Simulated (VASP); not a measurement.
SnO2, 6 atoms in the cell. The typed cell holds 6 atoms: a = 4.742 Å, b = 4.743 Å, c = 3.194 Å, α = 90.00°, β = 90.00°, γ = 90.00°. 

```yaml
Program: VASP 6.6.1
Task: single point
Functional: r2SCAN
Potentials_or_basis: VASP PAW PBE potentials, release 64 (Sn_d, O)
Cutoff: 520 eV
k_mesh: 6 × 6 × 8
Occupations: gaussian, width 0.02 eV
Spin: no spin polarisation
Dipole_correction: no
Further_INCAR_settings: ALGO = Normal; EDIFF = 1e-07; NBANDS = 35
```

Potentials or basis: VASP PAW PBE potentials, release 64 (Sn_d, O).

The run is started by

```bash
$ cat potpaw_PBE.64/Sn_d/POTCAR potpaw_PBE.64/O/POTCAR > POTCAR
$ cp INCAR.step1 INCAR
$ mpirun -np 1 vasp_std > vasp.out
$ cp INCAR.step2 INCAR
$ mpirun -np 1 vasp_std > vasp.out
```

Hardware: 1 thread of Intel Xeon 8259CL, with other jobs on the host.

Q: How long does it take, and how much memory?

A: Wall time 8.9 min on 1 thread of Intel Xeon 8259CL, with other jobs on the host, peak memory 0.29 GiB. Counts: k points 80.
